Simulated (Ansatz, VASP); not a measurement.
## Cu in VASP and in Ansatz

```xyz
1
Lattice="0.0000 1.8075 1.8617 1.8075 0.0000 1.8617 1.8075 1.8075 0.0000" Properties=species:S:1:pos:R:3 pbc="T T T"
Cu    0.0000    0.0000    0.0000
```

Change from the starting cell: strain +0.000 along x and y, +0.030 along z, atoms carried along.

Alike in both runs: task single point; functional PBEsol; k mesh 22 × 22 × 22; occupations gaussian, width 0.15 eV; no spin polarisation.

|  | VASP | Ansatz |
| --- | --- | --- |
| version | VASP 6.6.1 | Ansatz 0.2.0 |
| potentials or method | VASP PAW PBE potentials, release 64 (Cu), cutoff 520 eV | scalar-relativistic, plane waves, PAW |
| valence electrons in the cell | 11 | 19 |

|  | VASP | Ansatz | Ansatz less VASP |
| --- | --- | --- | --- |
| gap on the k mesh at the Fermi level (eV) | none | none | - |
| pressure (GPa) | -9.4 | -10.1 | -0.73 |
| traceless stress, the component that is largest in VASP (GPa) | -1.16 | -1.17 | -0.002 |

VASP's potentials were made for PBE, not for PBEsol. A gap of «none» marks a metal or a gap that the smearing closes. VASP's potentials hold 11 valence electrons a cell and Ansatz's 19, so a difference there can come from the potentials and not from the codes.
